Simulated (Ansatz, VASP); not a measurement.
## BaTiO3: VASP beside Ansatz

POSCAR

```
BaTiO3
1.0
    2.8400536833      1.6397057586      2.3314328269
   -2.8400536833      1.6397057586      2.3314328269
    0.0000000000     -3.2794115171      2.3314328269
Ba Ti O
1 1 3
Direct
   -0.0722760332     -0.0722760332     -0.0722760332
    0.5162478494      0.5162478494      0.5162478494
    0.4897536543      0.4897536543      0.9801597377
    0.4897536543      0.9801597377      0.4897536543
    0.9801597377      0.4897536543      0.4897536543
```

File INCAR.step1:

```
  PREC = Accurate
  ENCUT = 520
  ISMEAR = 0
  SIGMA = 0.05
  LREAL = F
  LASPH = T
  NELM = 100
  NBANDS = 28
  GGA = PE
  ALGO = Normal
  EDIFF = 1E-4
  LWAVE = T
  LCHARG = F
```

The input INCAR.step2:

```
  PREC = Accurate
  ENCUT = 520
  EDIFF = 1E-7
  ISMEAR = 0
  SIGMA = 0.05
  LREAL = F
  LASPH = T
  NELM = 100
  ALGO = Normal
  ISIF = 2
  LWAVE = F
  LCHARG = F
  METAGGA = R2SCAN
  LMIXTAU = T
  NBANDS = 28
  ISTART = 1
```

Contents of KPOINTS:

```
regular mesh
0
Gamma
  6 6 6
```

Input for Ansatz:

```yaml
crystal:
  lattice:
    - [2.8400536833, 1.6397057586, 2.3314328269]
    - [-2.8400536833, 1.6397057586, 2.3314328269]
    - [0.0, -3.2794115171, 2.3314328269]
  atoms:
    - { symbol: Ba, position: [-0.0722760332, -0.0722760332, -0.0722760332] }
    - { symbol: Ti, position: [0.5162478494, 0.5162478494, 0.5162478494] }
    - { symbol: O, position: [0.4897536543, 0.4897536543, 0.9801597377] }
    - { symbol: O, position: [0.4897536543, 0.9801597377, 0.4897536543] }
    - { symbol: O, position: [0.9801597377, 0.4897536543, 0.4897536543] }
basis:
  ecutwfc: 500
kpoints:
  mp_grid: { grid: [6, 6, 6] }
hamiltonian:
  xc: r2scan
scf:
  occupations: { method: gaussian, width: 0.05 }
output:
  forces: true
  stress: true
  eigenvalues: true
```

Alike in both runs: task single point; functional r2SCAN; k mesh 6 × 6 × 6; occupations gaussian, width 0.05 eV; no spin polarisation.

|  | VASP | Ansatz |
| --- | --- | --- |
| version | VASP 6.6.1 | Ansatz 0.2.0 |
| potentials or method | VASP PAW PBE potentials, release 64 (Ba_sv, Ti_sv, O), cutoff 520 eV | scalar-relativistic, plane waves, PAW |
| valence electrons in the cell | 40 | 40 |

|  | VASP | Ansatz | Ansatz less VASP |
| --- | --- | --- | --- |
| gap on the k mesh at the Fermi level (eV) | 2.66 | 2.65 | -0.003 |
| least direct gap on the mesh (eV) | 3.01 | 2.98 | -0.033 |
| pressure (GPa) | 9.6 | 7.1 | -2.47 |
| traceless stress, the component that is largest in VASP (GPa) | 10.59 | 10.01 | -0.581 |
| rms of the force components (eV/Å) | 1.524 | 1.390 | -0.1340 |

VASP's potentials were made for PBE, not for r2SCAN. Atom by atom the forces differ by 0.157 eV/Å (rms over components).

Neither program's run includes spin-orbit coupling.
